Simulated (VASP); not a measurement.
Runs of VASP 6.6.1 on ScSbTe4. The structure is that of space group P4/mmm (No. 123), or close to it. The cells are those of the table. The cell was built from a structure type or drawn by symmetry, and may not be a known phase.

| task | cell | k mesh | cutoff (eV) | gap on the mesh (eV) | pressure (GPa) | largest force (eV/Å) |
| --- | --- | --- | --- | --- | --- | --- |
| single point | a = 5.086, b = 5.086, c = 7.379 Å, 6 atoms | 4 × 4 × 4 | 520 | none | (a) | 0.01 |
| single point | a = 5.072, b = 5.072, c = 7.437 Å, 6 atoms | 8 × 8 × 6 | 520 | none | 0.0 | 0.01 |
| single point | a = 4.769, b = 4.769, c = 6.864 Å, 6 atoms | 4 × 4 × 4 | 520 | none | 15.0 | 0.13 |
| relaxation of cell and atoms | relaxed from a = 4.769, b = 4.769, c = 6.864 Å, 6 atoms | 4 × 4 × 4 | 600 | none | 0.2 | - |

Alike in all rows: level PBE; potentials or basis VASP PAW PBE potentials, release 64 (Sc_sv, Sb, Te); no spin polarisation; smearing gaussian 0.1 eV.

Problem. Fill in the values left out.

Solution. (a) 0.1.

Caveats: spin-orbit coupling is left out, which moves the levels of the heavy elements; the cell stands under pressure (at least some runs).

A k mesh can miss the band edges, and the runs leave out spin-orbit coupling on Sb, Te.

A gap of «none» marks levels without a gap at the run's occupations.
